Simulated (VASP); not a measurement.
# Eu (Im-3m) in VASP: further runs, part 2 of 2

VASP 6.6.1.

## (4) Single point, PBEsol+U, collinear spin, ferromagnetic start

File INCAR:

```
SYSTEM = Eu
PREC = Accurate
ENCUT = 520
EDIFF = 1E-7
ISMEAR = 0
SIGMA = 0.05
LREAL = .False.
LASPH = .True.
NELM = 150
ALGO = Normal
ISIF = 2
LWAVE = .False.
LCHARG = .False.
ISPIN = 2
MAGMOM = 7
LORBIT = 11
LMAXMIX = 6
LDAU = .True.
LDAUTYPE = 2
LDAUL = 3
LDAUU = 5
LDAUJ = 0
LDAUPRINT = 1
GGA = PS
NBANDS = 18
```

File KPOINTS:

```
Automatic mesh
0
Gamma
  10 10 10
  0 0 0
```

File POSCAR:

```
Eu
1.0
   -2.3050001490      2.3050001490      2.3050001490
    2.3050001490     -2.3050001490      2.3050001490
    2.3050001490      2.3050001490     -2.3050001490
Eu
1
Direct
    0.0000000000      0.0000000000      0.0000000000
```

Potentials or basis: VASP PAW PBE potentials, release 64 (Eu).

Launch:

```console
> cat potpaw_PBE.64/Eu/POTCAR > POTCAR
> mpirun -np 1 vasp_std > vasp.out
```

OUTCAR:

```text
SYSTEM = Eu
   PREC = Accurate
   ENCUT = 520
   EDIFF = 1E-7
   ISMEAR = 0
   LREAL = .False.
   LASPH = .True.
   NELM = 150
   ISIF = 2
   ISPIN = 2
   LORBIT = 11
   GGA = PS

 ion  position               nearest neighbor table
   1  0.000  0.000  0.000-

  LATTYP: Found a body centered cubic cell.
 ALAT       =     4.6100002980

  Lattice vectors:

 A1 = (  -2.3050001490,   2.3050001490,   2.3050001490)
 A2 = (   2.3050001490,  -2.3050001490,   2.3050001490)
 A3 = (   2.3050001490,   2.3050001490,  -2.3050001490)

Analysis of symmetry for initial positions (statically):
=====================================================================
 Subroutine PRICEL returns:
 Original cell was already a primitive cell.

 Routine SETGRP: Setting up the symmetry group for a
 body centered cubic supercell.

 Subroutine GETGRP returns: Found 48 space group operations
 (whereof 48 operations were pure point group operations)
 out of a pool of 48 trial point group operations.

The static configuration has the point symmetry O_h .

Analysis of symmetry for dynamics (positions and initial velocities):
=====================================================================
 Subroutine PRICEL returns:
 Original cell was already a primitive cell.

 Routine SETGRP: Setting up the symmetry group for a
 body centered cubic supercell.

 Subroutine GETGRP returns: Found 48 space group operations
 (whereof 48 operations were pure point group operations)
 out of a pool of 48 trial point group operations.

The dynamic configuration has the point symmetry O_h .

Analysis of structural, dynamic, and magnetic symmetry:
=====================================================================
 Subroutine PRICEL returns:
 Original cell was already a primitive cell.

 Routine SETGRP: Setting up the symmetry group for a
 body centered cubic supercell.

 Subroutine GETGRP returns: Found 48 space group operations
 (whereof 48 operations were pure point group operations)
 out of a pool of 48 trial point group operations.

The overall configuration has the point symmetry O_h .

 Subroutine INISYM returns: Found 48 space group operations
[... 152 lines left out ...]
spin component  2

  0.0001  0.0000  0.0000 -0.0000  0.0000  0.0000 -0.0000
  0.0000  0.0001 -0.0000  0.0000  0.0000  0.0000 -0.0000
  0.0000 -0.0000  0.0000  0.0000  0.0000  0.0000 -0.0000
 -0.0000  0.0000  0.0000  0.0001 -0.0000 -0.0000 -0.0000
  0.0000  0.0000  0.0000 -0.0000  0.0000 -0.0000 -0.0000
  0.0000  0.0000  0.0000 -0.0000 -0.0000  0.0000  0.0000
 -0.0000 -0.0000 -0.0000 -0.0000 -0.0000  0.0000  0.0001

 occupancies and eigenvectors

  o =  0.0000  v =  0.0000  0.0000  0.0000  0.0000  0.0000  0.0000  0.0000  0.0007  0.0000 -0.0009  0.0000  0.7906 -0.0001  0.6124      0.0000  0.0000  0.0000  0.0000  0.0000  0.0000  0.0000  0.0000  0.0000  0.0000  0.0000  0.0000  0.0000  0.0000
  o =  0.0000  v =  0.0000  0.0000  0.0000  0.0000  0.0000  0.0000  0.0000  0.0009  0.0000 -0.0011 -0.0000 -0.0001 -1.0000 -0.0001      0.0000  0.0000  0.0000  0.0000  0.0000  0.0000  0.0000  0.0000  0.0000  0.0000  0.0000  0.0000  0.0000  0.0000
  o =  0.0000  v =  0.0000  0.0000  0.0000  0.0000  0.0000  0.0000  0.0000 -0.6124  0.0000  0.7906 -0.0000  0.0009 -0.0014  0.0007      0.0000  0.0000  0.0000  0.0000  0.0000  0.0000  0.0000  0.0000  0.0000  0.0000  0.0000  0.0000  0.0000  0.0000
  o =  0.0001  v =  0.0000  0.0000  0.0000  0.0000  0.0000  0.0000  0.0000  0.0002  0.0000  0.0002 -1.0000 -0.0000  0.0000  0.0000      0.0000  0.0000  0.0000  0.0000  0.0000  0.0000  0.0000  0.0000  0.0000  0.0000  0.0000  0.0000  0.0000  0.0000
  o =  0.0001  v =  0.0000  0.0000  0.0000  0.0000  0.0000  0.0000  0.0000  0.7905  0.0000  0.6123  0.0003 -0.0105  0.0000  0.0136      0.0000  0.0000  0.0000  0.0000  0.0000  0.0000  0.0000  0.0000  0.0000  0.0000  0.0000  0.0000  0.0000  0.0000
  o =  0.0001  v =  0.0000  0.0000  0.0000  0.0000  0.0000  0.0000  0.0000  0.0136 -0.0000  0.0105 -0.0001  0.6123 -0.0000 -0.7905      0.0000  0.0000  0.0000  0.0000  0.0000  0.0000  0.0000  0.0000  0.0000  0.0000  0.0000  0.0000  0.0000  0.0000
  o =  0.0001  v =  0.0000  0.0000  0.0000  0.0000  0.0000  0.0000  0.0000  0.0000 -1.0000  0.0000 -0.0000 -0.0000 -0.0000  0.0000      0.0000  0.0000  0.0000  0.0000  0.0000  0.0000  0.0000  0.0000  0.0000  0.0000  0.0000  0.0000  0.0000  0.0000
  o =  0.9734  v =  0.6124  0.0000 -0.7906 -0.0000 -0.0005  0.0007 -0.0004  0.0000  0.0000  0.0000  0.0000  0.0000  0.0000  0.0000      0.0000  0.0000  0.0000  0.0000  0.0000  0.0000  0.0000  0.0000  0.0000  0.0000  0.0000  0.0000  0.0000  0.0000
  o =  0.9734  v =  0.0004 -0.0000 -0.0005 -0.0000 -0.0343 -0.9991 -0.0265  0.0000  0.0000  0.0000  0.0000  0.0000  0.0000  0.0000      0.0000  0.0000  0.0000  0.0000  0.0000  0.0000  0.0000  0.0000  0.0000  0.0000  0.0000  0.0000  0.0000  0.0000
  o =  0.9734  v = -0.0004  0.0000  0.0006 -0.0000 -0.7898  0.0433 -0.6118  0.0000  0.0000  0.0000  0.0000  0.0000  0.0000  0.0000      0.0000  0.0000  0.0000  0.0000  0.0000  0.0000  0.0000  0.0000  0.0000  0.0000  0.0000  0.0000  0.0000  0.0000
  o =  0.9756  v = -0.0000  1.0000 -0.0000  0.0000  0.0000 -0.0000 -0.0000  0.0000  0.0000  0.0000  0.0000  0.0000  0.0000  0.0000      0.0000  0.0000  0.0000  0.0000  0.0000  0.0000  0.0000  0.0000  0.0000  0.0000  0.0000  0.0000  0.0000  0.0000
  o =  0.9760  v =  0.7906  0.0000  0.6124  0.0019  0.0024 -0.0000 -0.0031  0.0000  0.0000  0.0000  0.0000  0.0000  0.0000  0.0000      0.0000  0.0000  0.0000  0.0000  0.0000  0.0000  0.0000  0.0000  0.0000  0.0000  0.0000  0.0000  0.0000  0.0000
  o =  0.9760  v =  0.0033  0.0000  0.0026 -0.2894 -0.5862  0.0000  0.7567  0.0000  0.0000  0.0000  0.0000  0.0000  0.0000  0.0000      0.0000  0.0000  0.0000  0.0000  0.0000  0.0000  0.0000  0.0000  0.0000  0.0000  0.0000  0.0000  0.0000  0.0000
  o =  0.9760  v =  0.0005  0.0000  0.0004 -0.9572  0.1772  0.0000 -0.2288  0.0000  0.0000  0.0000  0.0000  0.0000  0.0000  0.0000      0.0000  0.0000  0.0000  0.0000  0.0000  0.0000  0.0000  0.0000  0.0000  0.0000  0.0000  0.0000  0.0000  0.0000

 number of electron      17.0000007 magnetization       7.3470882

 Free energy of the ion-electron system (eV)
  ---------------------------------------------------
  ext. energy  EPLUGINS =         0.00000000
  ---------------------------------------------------
  free energy    TOTEN  =       -11.00109933 eV

  energy without entropy =      -10.99958355  energy(sigma->0) =      -11.00034144

 E-fermi :   1.5174     XC(G=0):  -8.2993

 val. band max:        1.5075587549   @ k =  -0.4000   0.4000   0.4000
 cond. band min:       1.5272279733   @ k =   0.5000   0.5000   0.4000
 fundamental gap:      0.0196692184
 Fermi energy:         1.5173643892

 spin component 1

 k-point     1 :       0.0000    0.0000    0.0000
  band No.  band energies     occupation
      1     -39.6392      1.00000
      2     -18.4178      1.00000
      3     -18.4178      1.00000
      4     -18.4178      1.00000
      5      -2.6260      1.00000
      6      -0.2177      1.00000
[... 1001 lines left out ...]
     17       9.4676      0.00000
     18      10.6595      0.00000

 [... further k-points ...]

------------------------ aborting loop because EDIFF is reached ----------------------------------------

  FORCE on cell =-STRESS in cart. coord.  units (eV):
  Direction    XX          YY          ZZ          XY          YZ          ZX
  --------------------------------------------------------------------------------------
  -------------------------------------------------------------------------------------
  Total       -0.4040283     -0.4040283     -0.4040283     -0.0000000     -0.0000000     -0.0000000
  in kB      -13.2144609    -13.2144609    -13.2144609     -0.0000000     -0.0000000     -0.0000000
  external PRESSURE =     -13.2144609 kB  Pullay stress =       0.0000000 kB

 VOLUME and BASIS-vectors are now :
 -----------------------------------------------------------------------------
  energy-cutoff  :      520.00
  volume of cell :       48.99
      direct lattice vectors                 reciprocal lattice vectors
    -2.305000149  2.305000149  2.305000149     0.000000000  0.216919726  0.216919726
     2.305000149 -2.305000149  2.305000149     0.216919726  0.000000000  0.216919726
     2.305000149  2.305000149 -2.305000149     0.216919726  0.216919726  0.000000000

 POSITION                                       TOTAL-FORCE (eV/Angst)
 -----------------------------------------------------------------------------------
      0.00000      0.00000      0.00000         0.000000     -0.000000      0.000000
 -----------------------------------------------------------------------------------
    total drift:                               -0.000000     -0.000000      0.000000

  FREE ENERGIE OF THE ION-ELECTRON SYSTEM (eV)
  ---------------------------------------------------
  free  energy   TOTEN  =       -11.0010993338 eV

  energy  without entropy=      -10.9995835481  energy(sigma->0) =      -11.00034144

 total charge

# of ion       s       p       d       f       tot
--------------------------------------------------
    1        2.075   5.710   0.196   6.817  14.798

 magnetization (x)

# of ion       s       p       d       f       tot
--------------------------------------------------
    1       -0.004  -0.094   0.089   6.817   6.809
```

stdout:

```text
POSCAR found type information on POSCAR Eu
 POSCAR found :  1 types and       1 ions
 scaLAPACK will be used
 -----------------------------------------------------------------------------
|                                                                             |
|                                                                             |
|     You enforced a specific xc type in the INCAR file but a different       |
|     I HOPE YOU KNOW WHAT YOU ARE DOING!                                     |
|                                                                             |
 -----------------------------------------------------------------------------

 LDA part: xc-table for (Slater+PW92), standard interpolation
 POSCAR, INCAR and KPOINTS ok, starting setup
 FFT: planning ... GRIDC
 FFT: planning ... GRID_SOFT
 FFT: planning ... GRID
 WAVECAR not read
 entering main loop
```

It took 59 s on 1 thread of Intel Xeon 6975P-C (Granite Rapids), shared host; peak memory 0.24 GiB.

What came out:

```
Free energy                                           : -11.0011 eV
Pressure                                              : -1.3 GPa
Net moment                                            : 7.35 μB per cell
Site moments                                          : Eu +6.81 μB
Valence electrons inside the program's atomic spheres : Eu 14.80
```

Eigenvalues of the final occupation matrices:
| site | spin | trace | eigenvalues |
| --- | --- | --- | --- |
| site 1 f | 1 | 6.82 | 0.97 0.97 0.97 0.98 0.98 0.98 0.98 |
| site 1 f | 2 | 0.00 | 0.00 0.00 0.00 0.00 0.00 0.00 0.00 |

Caveat: the PAW data sets were made with another functional, which shifts forces and pressure a little; spin-orbit coupling is left out, which moves the levels of the heavy elements. The state reached can hang on the start; a lower one may exist.

## (5) Single point, PBEsol+U, collinear spin, ferromagnetic start

File INCAR:

```
ALGO = Normal
EDIFF = 1E-7
ENCUT = 520
GGA = PS
ISIF = 2
ISMEAR = 0
ISPIN = 2
LASPH = True
LCHARG = False
LDAU = True
LDAUJ = 0
LDAUL = 3
LDAUPRINT = 1
LDAUTYPE = 2
LDAUU = 5
LMAXMIX = 6
LORBIT = 11
LREAL = False
LWAVE = False
MAGMOM = 0.5
NBANDS = 18
NELM = 150
PREC = Accurate
SIGMA = 0.05
```

File KPOINTS:

```
k-points
0
Gamma
  10 10 10
```

POSCAR is that of step 4.

Launch:

```console
> cat potpaw_PBE.64/Eu/POTCAR > POTCAR
> mpirun -np 1 vasp_std > vasp.out
```

Wall time 61 s (1 thread of Intel Xeon 6975P-C (Granite Rapids), shared host); peak memory 0.24 GiB.

It converged, with:

```
Free energy                                           : -11.0011 eV
Pressure                                              : -1.3 GPa
Net moment                                            : 7.35 μB per cell
Site moments                                          : Eu +6.81 μB
Valence electrons inside the program's atomic spheres : Eu 14.80
```

Levels at points of the mesh, in eV from the Fermi level:
Spin up:
```
           k point  band 9  band 10  band 11  band 12  band 13  band 14  band 15  band 16
(0.00, 0.00, 0.00)   -1.63    -1.63    -1.63    -1.59     1.82     1.82     1.82     3.31
(0.50, 0.00, 0.00)   -1.64    -1.63    -1.62    -1.53     0.45     0.59     3.16     3.84
(0.50, 0.50, 0.50)   -1.60    -1.60    -1.60    -0.80    -0.80     4.21     4.21     4.21
```
Spin down:
```csv
k point,band 3,band 4,band 5,band 6,band 7,band 8
"(0.00, 0.00, 0.00)",-17.57,-17.57,-3.53,2.72,2.72,2.72
"(0.50, 0.00, 0.00)",-17.70,-17.57,-0.87,1.12,1.37,4.20
"(0.50, 0.50, 0.50)",-17.84,-17.84,-0.08,-0.08,4.62,4.62
```

Eigenvalues of the final occupation matrices:
| site | spin | trace | eigenvalues |
| --- | --- | --- | --- |
| site 1 f | 1 | 6.82 | 0.97 0.97 0.97 0.98 0.98 0.98 0.98 |
| site 1 f | 2 | 0.00 | 0.00 0.00 0.00 0.00 0.00 0.00 0.00 |

Caveat: the PAW data sets were made with another functional, which shifts forces and pressure a little; spin-orbit coupling is left out, which moves the levels of the heavy elements.

## (6) The runs side by side

```tsv
spin	cell	k mesh	gap on the mesh (eV)	pressure (GPa)	moment (μB)
collinear, ferromagnetic start	a = 3.992 Å, angles 109.5°, 1 atom	4 × 4 × 4	none	-1.4	7.39
collinear, antiferromagnetic start	a = 4.610, b = 4.610, c = 7.985 Å, angles 54.7, 54.7, 90.0°, 2 atoms	4 × 4 × 4	none	-1.5	0.00
collinear, ferromagnetic start	a = 3.992 Å, angles 109.5°, 1 atom	10 × 10 × 10	none	-1.3	7.35
```

Alike in all rows: task single point; level PBEsol+U; potentials or basis VASP PAW PBE potentials, release 64 (Eu); Eu f U = 5.0 eV; cutoff (eV) 520; smearing gaussian 0.05 eV.

Caveats: some runs use coarse meshes; the PAW data sets were made with another functional, which shifts forces and pressure a little; spin-orbit coupling is left out, which moves the levels of the heavy elements.

Absolute energies hang on the potentials; compare differences alone.
